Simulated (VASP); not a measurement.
Wanted: the native input for a VASP 6.6.1 run.

- Task: relaxation of cell and atoms
- Functional: PBE
- Potentials or basis: VASP PAW PBE potentials, release 64 (Pr_3, Y_sv, Se), 4f in core
- Cutoff: 500 eV
- k mesh: 2 × 2 × 2
- Occupations: gaussian, width 0.15 eV
- Spin: no spin polarisation
- Dipole correction: no
- Mended: yes
- Further INCAR settings: ALGO = Normal; EDIFF = 1e-07; IBRION = 2; EDIFFG = -0.08; NSW = 36; ISIF = 3

The structure of PrYSe3 lies in POSCAR:

```
PrYSe3
1.0
    5.2363589100      0.0000000000      0.0000000000
    0.0000000000      5.2363589100      0.0000000000
    0.0000000000      0.0000000000      5.2363589100
Pr Y Se
1 1 3
Direct
    0.0000000000      0.0000000000      0.0000000000
    0.5000000000      0.5000000000      0.5000000000
    0.0000000000      0.5000000000      0.5000000000
    0.5000000000      0.0000000000      0.5000000000
    0.5000000000      0.5000000000      0.0000000000
```

The cell was built from a structure type or drawn by symmetry, and may not be a known phase.

These files were run (other wordings do the same):

INCAR

```
SYSTEM = PrYSe3
PREC     = Accurate       ! precision mode
ENCUT    = 500            ! plane-wave cutoff, eV
EDIFF    = 1E-7           ! SCF threshold, eV
ISMEAR   = 0              ! smearing method
SIGMA    = 0.15           ! smearing width, eV
LREAL    = .FALSE.        ! projectors in reciprocal space
LASPH    = .TRUE.         ! aspherical terms in the spheres
NELM     = 200            ! most SCF steps
ALGO     = Normal         ! electronic algorithm
ISIF     = 3              ! what is computed and relaxed
LWAVE    = .FALSE.        ! write WAVECAR
LCHARG   = .FALSE.        ! write CHGCAR
GGA      = PE             ! functional
IBRION   = 2              ! ionic algorithm
NSW      = 36             ! ionic steps
EDIFFG   = -0.08          ! ionic threshold
GGA_COMPAT= .FALSE.      
NELMIN   = 4            
LMAXMIX  = 6              ! l up to which the mixer works
```

KPOINTS

```
regular mesh
0
G
  2 2 2
  0 0 0
```

Potentials or basis: VASP PAW PBE potentials, release 64 (Pr_3, Y_sv, Se), 4f in core.

Run with:

```console
$ cat potpaw_PBE.64/Pr_3/POTCAR potpaw_PBE.64/Y_sv/POTCAR potpaw_PBE.64/Se/POTCAR > POTCAR
$ mpirun -np 1 vasp_std > vasp.out
```

Results of the run:

```
Relaxed volume                        : 31.50 Å³/atom
Relaxed cell                          : a = 5.400 Å, b = 5.400 Å, c = 5.400 Å, α = 90.00°, β = 90.00°, γ = 90.00°
Space group after relaxing (to 0.1 Å) : Pm-3m (No. 221)
Energy gained by relaxing             : 48.2 meV/atom
Ionic steps                           : 3
Pressure after relaxing               : 0.0 GPa
Band gap on the k mesh                : 0.29 eV (least direct gap 0.58 eV)
```

Caveat: the k points lie up to 0.58 Å⁻¹ apart in the final cell; spin-orbit coupling is left out, which moves the levels of the heavy elements; the 4f electrons are frozen in the core, so they carry no moment and show no levels.

Wall time 110 s on 1 thread of AMD EPYC 7R43 64-Core Processor (Zen 3) (shared host), peak memory 0.23 GiB.
